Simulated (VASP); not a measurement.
**ZnO: single point with LDA**

ZnO:

```
Zn O
1.0
     0.01627    2.16944    2.16944
     2.18571    0.00000    2.18571
     2.16944    2.16944    0.01627
Zn O
1 1
Direct
  0.00000 0.00000 0.00000
  0.50000 0.50000 0.50000
```

This cell differs from its parent crystal: strain +0.0150 x Voigt [0, 0, 0, 0, 1, 0].

- Program: VASP 6.6.1
- Task: single point
- Functional: LDA
- Potentials or basis: VASP PAW LDA potentials, release 64 (Zn, O_h)
- Cutoff: 1340 eV
- k mesh: 12 × 12 × 12
- Occupations: gaussian, width 0.05 eV
- Spin: no spin polarisation

* Pressure: -14.2 GPa
* Band gap on the k mesh: 0.67 eV (least direct gap 1.84 eV)

Stress tensor (GPa, compression positive):
```
-14.16   0.00  -1.31
  0.00 -14.20   0.00
 -1.31   0.00 -14.16
```

Levels at points of the mesh, in eV from the valence-band top:
```tsv
k point	band 7	band 8	band 9	band 10	band 11	band 12
(0.00, 0.00, 0.00)	-1.29	-1.23	-1.17	0.67	17.38	17.59
(0.50, 0.00, 0.00)	-3.65	-0.02	-0.02	5.21	8.64	12.19
(0.00, 0.50, 0.00)	-3.70	-0.01	0.00	5.31	8.52	12.39
(0.50, 0.50, 0.00)	-4.12	-2.62	-2.61	3.82	10.26	11.07
(0.50, 0.00, 0.50)	-4.12	-2.71	-2.52	3.82	10.27	11.07
```

Wall time 5 min on 1 thread of Intel(R) Xeon(R) Platinum 8259CL CPU @ 2.50GHz (Skylake/Cascade Lake), with other jobs on the host, peak memory 0.49 GiB.

Caveat: the cell differs from its parent crystal (strain +0.0150 x Voigt [0, 0, 0, 0, 1, 0]); the cell stands under tension; semilocal functionals underestimate gaps, and a narrow one can read as zero. A k mesh can miss the band edges.
